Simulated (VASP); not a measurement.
Br: relaxation of cell and atoms with revPBE

The system is Br.

```
Br
1.0
    -1.42349    1.42349    3.57752
     1.42349   -1.42349    3.57752
     1.42349    1.42349   -3.57752
Br
1
Cartesian
  0.0000 0.0000 0.0000
```

```json
{
 "Program": "VASP 6.6.1",
 "Task": "relaxation of cell and atoms",
 "Functional": "revPBE",
 "Potentials or basis": "VASP PAW PBE potentials, release 64 (Br)",
 "Cutoff": "600 eV",
 "k mesh": "13 × 13 × 13",
 "Occupations": "fermi-dirac, width 0.05 eV",
 "Spin": "no spin polarisation",
 "Dipole correction": "no",
 "Further INCAR settings": "ALGO = Normal; EDIFF = 1e-07; IBRION = 2; EDIFFG = -0.01; NSW = 60; ISIF = 3"
}
```

| Property | Result |
| --- | --- |
| Relaxed volume | 45.66 Å³/atom |
| Relaxed cell | a = 5.802 Å, b = 5.802 Å, c = 5.802 Å, α = 151.05°, β = 151.05°, γ = 41.41° |
| Space group after relaxing (to 0.1 Å) | I4/mmm (No. 139) |
| Energy gained by relaxing | 78.9 meV/atom |
| Ionic steps | 12 |
| Pressure after relaxing | 0.0 GPa |
| Band gap on the k mesh | zero (an odd number of electrons rules out a gap without spin polarisation) |

The path:
| step | energy change (eV) | largest force (eV/Å) | pressure (GPa) | volume (Å³) |
| --- | --- | --- | --- | --- |
| 1 | 0.0000 | 0.0000 | 2.80 | 29.00 |
| 2 | -0.0209 | 0.0000 | 0.39 | 31.18 |
| 3 | -0.0215 | 0.0000 | -0.10 | 31.75 |
| 4 | -0.0349 | 0.0000 | -0.08 | 32.64 |
| 5 | -0.0602 | 0.0000 | 0.13 | 35.28 |
| 6 | -0.0736 | 0.0000 | 0.82 | 40.31 |
| 7 | -0.0733 | 0.0000 | -0.78 | 45.50 |
| 8 | -0.0778 | 0.0000 | -0.06 | 42.76 |
| 9 | -0.0781 | 0.0000 | -0.05 | 43.24 |
| 10 | -0.0787 | 0.0000 | -0.03 | 44.67 |
| 11 | -0.0785 | 0.0000 | 0.01 | 47.52 |
| 12 | -0.0789 | 0.0000 | -0.01 | 45.66 |

Final structure:
```cif
data_structure
_symmetry_space_group_name_H-M 'P 1'
_symmetry_Int_Tables_number 1
_cell_length_a 5.8017
_cell_length_b 5.8017
_cell_length_c 5.8017
_cell_angle_alpha 151.048
_cell_angle_beta 151.048
_cell_angle_gamma 41.405
_cell_volume 45.66
loop_
_atom_site_label
_atom_site_type_symbol
_atom_site_fract_x
_atom_site_fract_y
_atom_site_fract_z
_atom_site_occupancy
Br1 Br 0.00000 0.00000 0.00000 1
```

Levels at points of the mesh, in eV from the Fermi level:
```csv
k point,band 1,band 2,band 3,band 4,band 5,band 6,band 7
"(0.00, 0.00, 0.00)",-15.76,-3.06,0.79,0.79,4.82,9.70,9.76
```

Run time: 5.4 min on 1 thread of Intel(R) Xeon(R) Platinum 8559C (Emerald Rapids) (shared host), peak memory 0.24 GiB.

Caveat: the volume moved by over 15 % at a fixed basis, so the end points are rough; the PAW data sets were made with another functional, which shifts forces and pressure a little; an odd number of electrons without spin polarisation forces a metal; a magnetic or distorted state may lie lower.
